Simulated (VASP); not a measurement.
# BAs (F-43m) in VASP: a series of runs

Runs on BAs. Level: PBE. Tasks: electric field gradients.

Everything below comes from runs of VASP 6.6.1. Logs are shortened: lines on timing, memory, paths and dates and some standing lists are left out, and cuts for length are marked.

## (1) The cell of the first run

The structure is cubic, space group F-43m (No. 216). Conventional cell: a = 4.840 Å, b = 4.840 Å, c = 4.840 Å, α = 90.00°, β = 90.00°, γ = 90.00°. Within 2.8 Å of B (site symmetry -43m) lie 4 As at 2.10 Å. Within 2.8 Å of As (site symmetry -43m) lie 4 B at 2.10 Å.

## (2) Electric field gradients, PBE (volume scaled by 1.04)

File INCAR:

```
ALGO = Normal
EDIFF = 1E-8
ENCUT = 520
GGA = PE
ISIF = 2
ISMEAR = -1
LASPH = True
LCHARG = False
LEFG = True
LREAL = False
LWAVE = False
NBANDS = 11
NELM = 100
PREC = Accurate
SIGMA = 0.03
```

File KPOINTS:

```
k-points
0
Gamma
  15 15 15
```

File POSCAR:

```
BAs
1.0
    0.0000000000      2.4199312360      2.4199312360
    2.4199312360      0.0000000000      2.4199312360
    2.4199312360      2.4199312360      0.0000000000
B As
1 1
Direct
    0.0000000000      0.0000000000      0.0000000000
    0.7500000000      0.7500000000      0.7500000000
```

Potentials or basis: VASP PAW PBE potentials, release 64 (B, As).

Launch:

```bash
$ cat potpaw_PBE.64/B/POTCAR potpaw_PBE.64/As/POTCAR > POTCAR
$ mpirun -np 1 vasp_std > vasp.out
```

OUTCAR:

```text
EDIFF = 1E-8
   ENCUT = 520
   GGA = PE
   ISIF = 2
   ISMEAR = -1
   LASPH = True
   LREAL = False
   NELM = 100
   PREC = Accurate

 ion  position               nearest neighbor table
   1  0.000  0.000  0.000-   2 2.10   2 2.10   2 2.10   2 2.10
   2  0.750  0.750  0.750-   1 2.10   1 2.10   1 2.10   1 2.10

  LATTYP: Found a face centered cubic cell.
 ALAT       =     4.8398624720

  Lattice vectors:

 A1 = (   0.0000000000,   2.4199312360,   2.4199312360)
 A2 = (   2.4199312360,   0.0000000000,   2.4199312360)
 A3 = (   2.4199312360,   2.4199312360,   0.0000000000)

Analysis of symmetry for initial positions (statically):
=====================================================================
 Subroutine PRICEL returns:
 Original cell was already a primitive cell.

 Routine SETGRP: Setting up the symmetry group for a
 face centered cubic supercell.

 Subroutine GETGRP returns: Found 24 space group operations
 (whereof 24 operations were pure point group operations)
 out of a pool of 48 trial point group operations.

The static configuration has the point symmetry T_d .

Analysis of symmetry for dynamics (positions and initial velocities):
=====================================================================
 Subroutine PRICEL returns:
 Original cell was already a primitive cell.

 Routine SETGRP: Setting up the symmetry group for a
 face centered cubic supercell.

 Subroutine GETGRP returns: Found 24 space group operations
 (whereof 24 operations were pure point group operations)
 out of a pool of 48 trial point group operations.

The dynamic configuration has the point symmetry T_d .

 Subroutine INISYM returns: Found 24 space group operations
 (whereof 24 operations are pure point group operations),
 and found     1 'primitive' translations

----------------------------------------------------------------------------------------

                                     Primitive cell

  volume of cell :      28.3426

  direct lattice vectors                    reciprocal lattice vectors
     0.000000000  2.419931236  2.419931236    -0.206617441  0.206617441  0.206617441
     2.419931236  0.000000000  2.419931236     0.206617441 -0.206617441  0.206617441
     2.419931236  2.419931236  0.000000000     0.206617441  0.206617441 -0.206617441
[... 127 lines left out ...]
  ---------------------------------------------------
  free energy    TOTEN  =       -11.41176362 eV

  energy without entropy =      -11.41176362  energy(sigma->0) =      -11.41176362

 E-fermi :   6.2666     XC(G=0): -10.4152

 val. band max:        5.7002358526   @ k =   0.0000   0.0000   0.0000
 cond. band min:       6.9155404150   @ k =   0.4000   0.4000   0.0000
 fundamental gap:      1.2153045624
 Fermi energy:         6.2666479006

 k-point     1 :       0.0000    0.0000    0.0000
  band No.  band energies     occupation
      1      -9.3491      2.00000
      2       5.7002      2.00000
      3       5.7002      2.00000
      4       5.7002      2.00000
      5       8.9286      0.00000
      6       8.9286      0.00000
      7       8.9286      0.00000
      8       9.8939      0.00000
      9      15.0972      0.00000
     10      18.4942      0.00000
     11      18.4942      0.00000
[... 309 lines left out ...]
 k-point    24 :       0.2000    0.1333    0.0000
  band No.  band energies     occupation
      1      -8.7204      2.00000
      2       2.9055      2.00000
      3       4.0803      2.00000
      4       4.2608      2.00000
      5       8.1907      0.00000
      6      10.5688      0.00000
      7      11.1475      0.00000
      8      11.6240      0.00000
      9      15.3609      0.00000
     10      17.2791      0.00000
     11      18.7421      0.00000

 [... further k-points ...]
[... 5 lines left out ...]
  --------------------------------------------------------------------------------------
  -------------------------------------------------------------------------------------
  Total       -0.3283024     -0.3283024     -0.3283024     -0.0000000      0.0000000     -0.0000000
  in kB      -18.5586178    -18.5586178    -18.5586178     -0.0000000      0.0000000     -0.0000000
  external PRESSURE =     -18.5586178 kB  Pullay stress =       0.0000000 kB

 VOLUME and BASIS-vectors are now :
 -----------------------------------------------------------------------------
  energy-cutoff  :      520.00
  volume of cell :       28.34
      direct lattice vectors                 reciprocal lattice vectors
     0.000000000  2.419931236  2.419931236    -0.206617441  0.206617441  0.206617441
     2.419931236  0.000000000  2.419931236     0.206617441 -0.206617441  0.206617441
     2.419931236  2.419931236  0.000000000     0.206617441  0.206617441 -0.206617441

 POSITION                                       TOTAL-FORCE (eV/Angst)
 -----------------------------------------------------------------------------------
      0.00000      0.00000      0.00000        -0.000000      0.000000     -0.000000
      3.62990      3.62990      3.62990         0.000000     -0.000000      0.000000
 -----------------------------------------------------------------------------------
    total drift:                                0.000000      0.000000      0.000000

  FREE ENERGIE OF THE ION-ELECTRON SYSTEM (eV)
  ---------------------------------------------------
  free  energy   TOTEN  =       -11.4117636163 eV

  energy  without entropy=      -11.4117636163  energy(sigma->0) =      -11.41176362

 Electric field gradients (V/A^2)
---------------------------------------------------------------------
 ion       V_xx      V_yy      V_zz      V_xy      V_xz      V_yz
---------------------------------------------------------------------
   1      -0.000     0.000     0.000    -0.000    -0.000    -0.000
   2       0.000     0.000    -0.000     0.000     0.000     0.000
---------------------------------------------------------------------

 Electric field gradients after diagonalization (V/A^2)
 (convention: |V_zz| > |V_xx| > |V_yy|)
----------------------------------------------------------------------
 ion       V_xx      V_yy      V_zz     asymmetry (V_yy - V_xx)/ V_zz
----------------------------------------------------------------------
   1       0.000     0.000    -0.000       0.000
   2      -0.000    -0.000     0.000       0.000
----------------------------------------------------------------------

           NMR quadrupolar parameters

 Cq : quadrupolar parameter    Cq=e*Q*V_zz/h
 eta: asymmetry parameters     (V_yy - V_xx)/ V_zz
 Q  : nuclear electric quadrupole moment in mb (millibarn)
----------------------------------------------------------------------
 ion       Cq(MHz)       eta       Q (mb)
----------------------------------------------------------------------
   1      -0.000       0.000       1.000
   2       0.000       0.000       1.000
----------------------------------------------------------------------
```

stdout:

```text
POSCAR found type information on POSCAR B As
 POSCAR found :  2 types and       2 ions
 scaLAPACK will be used
 LDA part: xc-table for (Slater+PW92), standard interpolation
 POSCAR, INCAR and KPOINTS ok, starting setup
 FFT: planning ... GRIDC
 FFT: planning ... GRID_SOFT
 FFT: planning ... GRID
 WAVECAR not read
 entering main loop
ion   1

ion   2
```

It took 63 s on 1 thread of AMD EPYC 7R43 (Zen 3), shared host; peak memory 0.14 GiB.

Results:

| Item | Value |
| --- | --- |
| Free energy | -11.4118 eV |
| Pressure | -1.9 GPa |
| Band gap on the k mesh | 1.22 eV, indirect (least direct gap 3.23 eV) |

Caveat: without QUAD_EFG the Cq values of the log hold for a quadrupole moment of 1 mb, not for the nuclei. A k mesh can miss the band edges.

## (3) Electric field gradients, PBE (volume scaled by 0.94)

File INCAR:

```
SYSTEM = BAs
PREC = Accurate
ENCUT = 520
EDIFF = 1E-8
ISMEAR = -1
SIGMA = 0.03
LREAL = .False.
LASPH = .True.
NELM = 60
ALGO = Normal
ISIF = 2
LWAVE = .False.
LCHARG = .False.
GGA = PE
LEFG = .True.
NBANDS = 11
```

File KPOINTS:

```
Automatic mesh
0
Gamma
  15 15 15
  0 0 0
```

File POSCAR:

```
BAs
1.0
    0.0000000000      2.3397414207      2.3397414207
    2.3397414207      0.0000000000      2.3397414207
    2.3397414207      2.3397414207      0.0000000000
B As
1 1
Direct
    0.0000000000      0.0000000000      0.0000000000
    0.7500000000      0.7500000000      0.7500000000
```

Potentials or basis: VASP PAW PBE potentials, release 64 (B, As).

Launch:

```bash
$ cat potpaw_PBE.64/B/POTCAR potpaw_PBE.64/As/POTCAR > POTCAR
$ mpirun -np 1 vasp_std > vasp.out
```

OUTCAR:

```text
SYSTEM = BAs
   PREC = Accurate
   ENCUT = 520
   EDIFF = 1E-8
   ISMEAR = -1
   LREAL = .False.
   LASPH = .True.
   NELM = 60
   ISIF = 2
   GGA = PE

 ion  position               nearest neighbor table
   1  0.000  0.000  0.000-   2 2.03   2 2.03   2 2.03   2 2.03
   2  0.750  0.750  0.750-   1 2.03   1 2.03   1 2.03   1 2.03

  LATTYP: Found a face centered cubic cell.
 ALAT       =     4.6794828414

  Lattice vectors:

 A1 = (   0.0000000000,   2.3397414207,   2.3397414207)
 A2 = (   2.3397414207,   0.0000000000,   2.3397414207)
 A3 = (   2.3397414207,   2.3397414207,   0.0000000000)

Analysis of symmetry for initial positions (statically):
=====================================================================
 Subroutine PRICEL returns:
 Original cell was already a primitive cell.

 Routine SETGRP: Setting up the symmetry group for a
 face centered cubic supercell.

 Subroutine GETGRP returns: Found 24 space group operations
[... 523 lines left out ...]
  volume of cell :       25.62
      direct lattice vectors                 reciprocal lattice vectors
     0.000000000  2.339741421  2.339741421    -0.213698828  0.213698828  0.213698828
     2.339741421  0.000000000  2.339741421     0.213698828 -0.213698828  0.213698828
     2.339741421  2.339741421  0.000000000     0.213698828  0.213698828 -0.213698828

 POSITION                                       TOTAL-FORCE (eV/Angst)
 -----------------------------------------------------------------------------------
      0.00000      0.00000      0.00000         0.000000     -0.000000     -0.000000
      3.50961      3.50961      3.50961        -0.000000      0.000000      0.000000
 -----------------------------------------------------------------------------------
    total drift:                                0.000000      0.000000      0.000000

  FREE ENERGIE OF THE ION-ELECTRON SYSTEM (eV)
  ---------------------------------------------------
  free  energy   TOTEN  =       -11.3218483614 eV

  energy  without entropy=      -11.3218483614  energy(sigma->0) =      -11.32184836

 Electric field gradients (V/A^2)
---------------------------------------------------------------------
 ion       V_xx      V_yy      V_zz      V_xy      V_xz      V_yz
---------------------------------------------------------------------
   1      -0.000    -0.000    -0.000    -0.000    -0.000    -0.000
   2      -0.000    -0.000     0.000     0.000     0.000     0.000
---------------------------------------------------------------------

 Electric field gradients after diagonalization (V/A^2)
 (convention: |V_zz| > |V_xx| > |V_yy|)
----------------------------------------------------------------------
 ion       V_xx      V_yy      V_zz     asymmetry (V_yy - V_xx)/ V_zz
----------------------------------------------------------------------
   1       0.000     0.000    -0.000       0.000
   2      -0.000    -0.000     0.000       0.000
----------------------------------------------------------------------

           NMR quadrupolar parameters

 Cq : quadrupolar parameter    Cq=e*Q*V_zz/h
 eta: asymmetry parameters     (V_yy - V_xx)/ V_zz
 Q  : nuclear electric quadrupole moment in mb (millibarn)
----------------------------------------------------------------------
 ion       Cq(MHz)       eta       Q (mb)
----------------------------------------------------------------------
   1      -0.000       0.000       1.000
   2       0.000       0.000       1.000
----------------------------------------------------------------------
```

OSZICAR:

```text
N       E                     dE             d eps       ncg     rms          rms(c)
DAV:   1     0.126904058524E+02    0.12690E+02   -0.38332E+03  2640   0.647E+02
DAV:   2    -0.113697719025E+02   -0.24060E+02   -0.22918E+02  3559   0.107E+02
DAV:   3    -0.120870587033E+02   -0.71729E+00   -0.71544E+00  3304   0.169E+01
DAV:   4    -0.120888718458E+02   -0.18131E-02   -0.18131E-02  2934   0.966E-01
DAV:   5    -0.120888742520E+02   -0.24062E-05   -0.24061E-05  3197   0.384E-02    0.539E+00
DAV:   6    -0.114050587722E+02    0.68382E+00   -0.17695E+00  2829   0.561E+00    0.262E+00
DAV:   7    -0.113290408119E+02    0.76018E-01   -0.24643E-01  3110   0.242E+00    0.104E+00
DAV:   8    -0.113213895224E+02    0.76513E-02   -0.21537E-02  2994   0.851E-01    0.105E-01
DAV:   9    -0.113216941547E+02   -0.30463E-03   -0.72806E-04  3074   0.163E-01    0.654E-02
DAV:  10    -0.113218430056E+02   -0.14885E-03   -0.18420E-04  2845   0.836E-02    0.128E-02
DAV:  11    -0.113218483456E+02   -0.53399E-05   -0.48860E-06  3236   0.150E-02    0.119E-02
DAV:  12    -0.113218481798E+02    0.16572E-06   -0.24101E-06  2832   0.849E-03    0.423E-03
DAV:  13    -0.113218482473E+02   -0.67428E-07   -0.85249E-08  3209   0.186E-03    0.122E-03
DAV:  14    -0.113218483555E+02   -0.10825E-06   -0.11015E-08  2775   0.705E-04    0.130E-04
DAV:  15    -0.113218483614E+02   -0.58933E-08   -0.24106E-10  1365   0.117E-04
   1 F= -.11321848E+02 E0= -.11321848E+02  d E =-.467616E-10
```

stdout:

```text
POSCAR found type information on POSCAR B As
 POSCAR found :  2 types and       2 ions
 scaLAPACK will be used
 LDA part: xc-table for (Slater+PW92), standard interpolation
 POSCAR, INCAR and KPOINTS ok, starting setup
 FFT: planning ... GRIDC
 FFT: planning ... GRID_SOFT
 FFT: planning ... GRID
 WAVECAR not read
 entering main loop
ion   1

ion   2
```

It took 28 s on 1 thread of AMD EPYC 9R45 (Zen 5), shared host; peak memory 0.15 GiB.

Results:

```
Free energy            : -11.3218 eV
Pressure               : 13.7 GPa
Band gap on the k mesh : 1.11 eV, indirect (least direct gap 3.36 eV)
```

Levels at points of the mesh, in eV from the valence-band top:
| k point | band 1 | band 2 | band 3 | band 4 | band 5 | band 6 | band 7 | band 8 | band 9 |
| --- | --- | --- | --- | --- | --- | --- | --- | --- | --- |
| (0.00, 0.00, 0.00) | -15.98 | 0.00 | 0.00 | 0.00 | 3.36 | 3.36 | 3.36 | 5.49 | 9.90 |

Caveat: without QUAD_EFG the Cq values of the log hold for a quadrupole moment of 1 mb, not for the nuclei. A k mesh can miss the band edges.
